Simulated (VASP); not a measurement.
# SiGe2 (P6/mmm) in VASP: a series of runs, part 2 of 2

VASP 6.6.1. The steps go on from the part before.

## Step 3: Relaxation of cell and atoms, PBE

This run uses another cell than the first one, of 17.60 Å³/atom, 0.968 times its volume.

File INCAR:

```
SYSTEM = SiGe2
  PREC = Accurate
  ENCUT = 600
  EDIFF = 1E-7
  ISMEAR = 0
  SIGMA = 0.1
  LREAL = .False.
  LASPH = .True.
  NELM = 80
  ALGO = Normal
  ISIF = 3
  LWAVE = .False.
  LCHARG = .False.
  GGA = PE
  IBRION = 2
  NSW = 90
  EDIFFG = -0.04
```

File KPOINTS:

```
regular mesh
0
Gamma
  6 6 4
  0 0 0
```

File POSCAR:

```
SiGe2
1.0
    3.0938919000      0.0000000000      0.0000000000
   -1.5469459500      2.6793889800      0.0000000000
    0.0000000000      0.0000000000      6.3676525900
Si Ge
1 2
Direct
    0.0000000000      0.0000000000      0.0000000000
    0.0000000000      0.0000000000      0.3494276400
    0.0000000000      0.0000000000      0.6505723600
```

Potentials or basis: VASP PAW PBE potentials, release 64 (Si, Ge_d).

Run with:

```bash
> cat potpaw_PBE.64/Si/POTCAR potpaw_PBE.64/Ge_d/POTCAR > POTCAR
> mpirun -np 1 vasp_std > vasp.out
```

Run time: 13 min. Hardware: 1 thread of Intel Xeon Platinum 8488C (Sapphire Rapids), shared host; peak memory 0.21 GiB.

It converged, with:

```
Free energy                            : -13.6028 eV
Relaxed volume                         : 18.21 Å³/atom
Relaxed cell                           : a = 2.765 Å, b = 2.765 Å, c = 8.248 Å, α = 90.00°, β = 90.00°, γ = 120.00°
Space group after relaxing (to 0.05 Å) : P6/mmm (No. 191)
Energy gained by relaxing              : 1295.0 meV/atom
Ionic steps                            : 37
Pressure after relaxing                : -0.2 GPa
Largest force after relaxing           : 0.025 eV/Å
```

Forces on the atoms (eV/Å):
```
Si   0.000  0.000  0.000
Ge   0.000  0.000 -0.025
Ge   0.000  0.000  0.025
```

Stress tensor (GPa, compression positive):
```
-0.25  0.00  0.00
 0.00 -0.25  0.00
 0.00  0.00 -0.07
```

The path:
```
step  energy change (eV)  largest force (eV/Å)  pressure (GPa)  volume (Å³)
   1              0.0000               10.7214           28.61        52.79
   2             -3.2190                0.0778           -6.02        73.57
   3             -3.2238                0.0397           -5.84        73.20
   4             -3.2277                0.0034           -5.71        72.85
   5             -3.2230                0.3223           -5.28        70.92
   6             -3.2300                0.1974           -5.38        71.62
   7             -3.4416                0.1632           -0.25        64.05
   8             -3.4416                0.1638           -0.25        64.08
   9             -3.4415                0.1663           -0.41        64.23
  10             -3.4455                0.2036           -0.26        63.90
  11             -3.4544                0.3185            0.20        62.90
  12             -3.4615                0.5589            1.34        60.89
  13             -3.4521                1.2385            3.70        56.89
  14             -3.4523                1.2414            3.74        56.88
  15             -3.4532                1.2503            3.74        56.83
  16             -3.4550                1.2681            3.76        56.73
  17             -3.4587                1.3064            3.78        56.54
  18             -3.4672                1.3926            3.81        56.15
  19             -3.4865                1.5642            3.90        55.37
  20             -3.5185                1.7125            4.55        53.82
  21             -3.4619                1.2436            7.09        50.71
  22             -3.5097                1.7372            5.48        52.58
  23             -3.5439                1.5455            5.63        51.98
  24             -3.5535                0.9399            6.49        50.86
  25             -3.5591                1.2080            6.13        51.26
  26             -3.6058                1.1401            5.67        51.50
  27             -3.7217                0.8734            4.15        52.24
  28             -3.8510                0.4588            1.53        53.69
  29             -3.7918                0.0148           -1.44        56.54
  30             -3.8727                0.2272           -0.06        54.78
  31             -3.8736                0.2608            0.20        54.59
  32             -3.8735                0.2727            0.29        54.53
  33             -3.8751                0.2587            0.19        54.57
  34             -3.8787                0.2153           -0.08        54.70
  35             -3.8813                0.1178           -0.59        54.97
  36             -3.8833                0.0746           -0.50        54.86
  37             -3.8850                0.0246           -0.19        54.63
```

Final structure:
```
Si Ge
1.0
     2.76549    0.00000    0.00000
    -1.38274    2.39498    0.00000
     0.00000    0.00000    8.24756
Si Ge
1 2
Direct
  0.00000 0.00000 0.00000
  0.00000 0.00000 0.32907
  0.00000 0.00000 0.67093
```

Levels at points of the mesh, in eV from the Fermi level:
| k point | band 12 | band 13 | band 14 | band 15 | band 16 | band 17 | band 18 | band 19 | band 20 |
| --- | --- | --- | --- | --- | --- | --- | --- | --- | --- |
| (0.00, 0.00, 0.00) | -11.82 | -11.01 | -3.93 | -3.80 | 5.07 | 7.96 | 9.07 | 9.07 | 10.74 |
| (0.50, 0.00, 0.00) | -6.08 | -5.98 | -5.31 | -4.37 | -4.14 | 0.84 | 1.16 | 4.21 | 4.57 |
| (0.00, 0.00, 0.50) | -12.76 | -9.93 | -6.35 | 0.50 | 0.90 | 9.28 | 9.28 | 9.94 | 9.94 |
| (0.50, 0.00, 0.50) | -7.13 | -5.53 | -5.50 | -3.86 | -3.28 | -1.79 | 2.64 | 4.88 | 5.03 |

Caveat: the k points lie up to 0.44 Å⁻¹ apart in the final cell; the bands computed are all filled at some k points, so no gap is given.

## Step 4: Single point, PBE

This run uses another cell than the first one, of 17.94 Å³/atom, 0.987 times its volume.

File INCAR:

```
PREC = Accurate ; ENCUT = 520
EDIFF = 1E-6 ; ISMEAR = 0
SIGMA = 0.1 ; LREAL = F
LASPH = T ; NELM = 60
ALGO = Normal ; ISIF = 2
LWAVE = F ; LCHARG = F
GGA = PE ; NBANDS = 23
```

File KPOINTS:

```
regular mesh
0
Gamma
  18 18 6
```

File POSCAR:

```
SiGe2
1.0
    2.8107209578      0.0000000000      0.0000000000
   -1.4053604789      2.4341557524      0.0000000000
    0.0000000000      0.0000000000      7.8675815321
Si Ge
1 2
Direct
    0.0000000000      0.0000000000      0.0000000000
    0.0000000000      0.0000000000      0.3280769895
    0.0000000000      0.0000000000      0.6719230105
```

Potentials or basis: VASP PAW PBE potentials, release 64 (Si, Ge_d).

Run with:

```bash
> cat potpaw_PBE.64/Si/POTCAR potpaw_PBE.64/Ge_d/POTCAR > POTCAR
> mpirun -np 1 vasp_std > vasp.out
```

OUTCAR:

```text
PREC = Accurate
   ENCUT = 520
   EDIFF = 1E-6
   ISMEAR = 0
   LREAL = F
   LASPH = T
   NELM = 60
   ISIF = 2
   GGA = PE

 ion  position               nearest neighbor table
   1  0.000  0.000  0.000-   2 2.58   3 2.58
   2  0.000  0.000  0.328-   1 2.58   3 2.71
   3  0.000  0.000  0.672-   1 2.58   2 2.71

  LATTYP: Found a hexagonal cell.
 ALAT       =     2.8107209578
 C/A-ratio  =     2.7991329094

[... 816 lines left out ...]
------------------------ aborting loop because EDIFF is reached ----------------------------------------

  FORCE on cell =-STRESS in cart. coord.  units (eV):
  Direction    XX          YY          ZZ          XY          YZ          ZX
  --------------------------------------------------------------------------------------
  -------------------------------------------------------------------------------------
  Total       -0.0032108     -0.0032108     -0.0237956      0.0000000     -0.0000000      0.0000000
  in kB       -0.0955676     -0.0955676     -0.7082723      0.0000000     -0.0000000      0.0000000
  external PRESSURE =      -0.2998025 kB  Pullay stress =       0.0000000 kB

 VOLUME and BASIS-vectors are now :
 -----------------------------------------------------------------------------
  energy-cutoff  :      520.00
  volume of cell :       53.83
      direct lattice vectors                 reciprocal lattice vectors
     2.810720958  0.000000000  0.000000000     0.355780604  0.205410027  0.000000000
    -1.405360479  2.434155752  0.000000000     0.000000000  0.410820055  0.000000000
     0.000000000  0.000000000  7.867581532     0.000000000  0.000000000  0.127103862

 POSITION                                       TOTAL-FORCE (eV/Angst)
 -----------------------------------------------------------------------------------
      0.00000      0.00000      0.00000         0.000000     -0.000000      0.000000
      0.00000      0.00000      2.58117        -0.000000     -0.000000     -0.001970
      0.00000      0.00000      5.28641         0.000000      0.000000      0.001970
 -----------------------------------------------------------------------------------
    total drift:                                0.000000     -0.000000      0.000000

  FREE ENERGIE OF THE ION-ELECTRON SYSTEM (eV)
  ---------------------------------------------------
  free  energy   TOTEN  =       -13.5123794921 eV

  energy  without entropy=      -13.5045072339  energy(sigma->0) =      -13.50844336
```

Run time: 2 min. Hardware: 1 thread of Intel Xeon Platinum 8488C (Sapphire Rapids), shared host; peak memory 0.29 GiB.

Results:

```
Free energy            : -13.5124 eV
Pressure               : 0.0 GPa
Band gap on the k mesh : zero (band 16 reaches 14.35 eV, above the bottom of band 17 at 4.75 eV)
```

## Step 5: Relaxation of cell and atoms, PBE

File INCAR:

```
  PREC = Accurate
  ENCUT = 600
  EDIFF = 1E-7
  ISMEAR = 0
  SIGMA = 0.1
  LREAL = F
  LASPH = T
  NELM = 100
  ALGO = Normal
  ISIF = 3
  LWAVE = F
  LCHARG = F
  GGA = PE
  IBRION = 2
  NSW = 100
  EDIFFG = -0.01
```

KPOINTS is that of step 4.

File POSCAR:

```
SiGe2
1.0
    2.7633700048      0.0000000000      0.0000000000
   -1.3816850024      2.3931486242      0.0000000000
    0.0000000000      0.0000000000      8.2455934722
Si Ge
1 2
Direct
    0.0000000000      0.0000000000      0.0000000000
    0.0000000000      0.0000000000      0.3286948841
    0.0000000000      0.0000000000      0.6713051159
```

Run with:

```bash
> cat potpaw_PBE.64/Si/POTCAR potpaw_PBE.64/Ge_d/POTCAR > POTCAR
> mpirun -np 1 vasp_std > vasp.out
```

Wall time 12 min (1 thread of Intel Xeon Platinum 8488C (Sapphire Rapids), shared host); peak memory 0.33 GiB.

The run converged. Its results:

```
Free energy                            : -13.5127 eV
Relaxed volume                         : 17.95 Å³/atom
Relaxed cell                           : a = 2.811 Å, b = 2.811 Å, c = 7.867 Å, α = 90.00°, β = 90.00°, γ = 120.00°
Space group after relaxing (to 0.05 Å) : P6/mmm (No. 191)
Energy gained by relaxing              : 26.7 meV/atom
Ionic steps                            : 7
Pressure after relaxing                : 0.0 GPa
Largest force after relaxing           : 0.004 eV/Å
```

Forces on the atoms (eV/Å):
```
Si   0.000  0.000  0.000
Ge   0.000  0.000  0.004
Ge   0.000  0.000 -0.004
```

The path:
```csv
step,energy change (eV),largest force (eV/Å),pressure (GPa),volume (Å³)
1,0.0000,0.1576,-0.54,54.53
2,-0.0795,0.0123,-0.20,53.99
3,-0.0801,0.0259,-0.08,53.93
4,-0.0801,0.0227,-0.11,53.95
5,-0.0801,0.0133,0.01,53.85
6,-0.0801,0.0107,0.04,53.83
7,-0.0802,0.0036,0.01,53.85
```

Final structure:
```
CELL_PARAMETERS angstrom
2.81143 0.00000 0.00000
-1.40571 2.43477 0.00000
0.00000 0.00000 7.86698
ATOMIC_POSITIONS crystal
Si 0.00000 0.00000 0.00000
Ge 0.00000 0.00000 0.32800
Ge 0.00000 0.00000 0.67200
```

Levels at points of the mesh, in eV from the Fermi level:
| k point | band 12 | band 13 | band 14 | band 15 | band 16 | band 17 | band 18 | band 19 | band 20 |
| --- | --- | --- | --- | --- | --- | --- | --- | --- | --- |
| (0.00, 0.00, 0.00) | -11.35 | -10.52 | -3.21 | -3.04 | 7.06 | 8.44 | 8.44 | 9.20 | 10.46 |
| (0.50, 0.00, 0.00) | -6.04 | -5.83 | -5.23 | -3.93 | -3.62 | 1.29 | 1.66 | 4.21 | 4.85 |
| (0.00, 0.00, 0.50) | -12.53 | -9.01 | -6.15 | 1.72 | 2.28 | 8.72 | 8.72 | 9.34 | 9.34 |
| (0.50, 0.00, 0.50) | -7.29 | -5.31 | -5.25 | -3.24 | -2.50 | -1.97 | 2.89 | 4.59 | 4.92 |

Caveat: the bands computed are all filled at some k points, so no gap is given.

## Step 6: The runs side by side

| task | cell | k mesh | cutoff (eV) | gap on the mesh (eV) | pressure (GPa) | relaxed volume (Å³/atom) |
| --- | --- | --- | --- | --- | --- | --- |
| single point | a = 2.763, b = 2.763, c = 8.246 Å, angles 90.0, 90.0, 120.0°, 3 atoms | 6 × 6 × 4 | 520 | none | 0.0 | - |
| relaxation of cell and atoms | relaxed from a = 3.094, b = 3.094, c = 6.368 Å, angles 90.0, 90.0, 120.0°, 3 atoms | 6 × 6 × 4 | 600 | - | -0.2 | 18.21 |
| single point | a = 2.811, b = 2.811, c = 7.868 Å, angles 90.0, 90.0, 120.0°, 3 atoms | 18 × 18 × 6 | 520 | none | 0.0 | - |
| relaxation of cell and atoms | relaxed from a = 2.763, b = 2.763, c = 8.246 Å, angles 90.0, 90.0, 120.0°, 3 atoms | 18 × 18 × 6 | 600 | - | 0.0 | 17.95 |

Alike in all rows: level PBE; potentials or basis VASP PAW PBE potentials, release 64 (Si, Ge_d); no spin polarisation; smearing gaussian 0.1 eV.

Caveats: some runs use coarse meshes; the bands computed are all filled at some k points, so no gap is given (some runs).

Total energies depend on the potentials used, so only differences within one code and one set of settings carry meaning.
